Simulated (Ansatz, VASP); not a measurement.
Two plane-wave programs on CuI

```
CELL_PARAMETERS angstrom
0.00000 3.03150 3.03150
3.03150 0.00000 3.03150
3.03150 3.03150 0.00000
ATOMIC_POSITIONS crystal
I 0.00000 0.00000 0.00000
Cu 0.75000 0.75000 0.75000
```

Alike in both runs: task relaxation of cell and atoms; functional PBE; k mesh 8 × 8 × 8; occupations fermi-dirac, width 0.05 eV; no spin polarisation.

```csv
,VASP,Ansatz
version,VASP 6.6.1,Ansatz 0.2.0
potentials or method,"VASP PAW PBE potentials, release 64 (I, Cu)",Ansatz PAW
plane-wave cutoff (eV),600,420
valence electrons in the cell,18,36
```

VASP gave:

| Item | Value |
| --- | --- |
| gap on the k mesh at the Fermi level, each at its own relaxed structure (eV) | 1.12 |
| relaxed volume (Å³/atom) | 28.12 |
| relaxed length of the cell vector where the two differ most in proportion (Å) | 4.300 |

Problem. Which values does Ansatz return?

Solution. gap on the k mesh at the Fermi level, each at its own relaxed structure (eV): 1.10; relaxed volume (Å³/atom): 28.07; relaxed length of the cell vector where the two differ most in proportion (Å): 4.298.

VASP's potentials hold 18 valence electrons a cell and Ansatz's 36, so a difference there can come from the potentials and not from the codes.

Neither program's run includes spin-orbit coupling. Noted on Ansatz's run: the plane-wave basis is chosen anew once the cell has moved, so the energies of steps on either side of that aren't comparable.
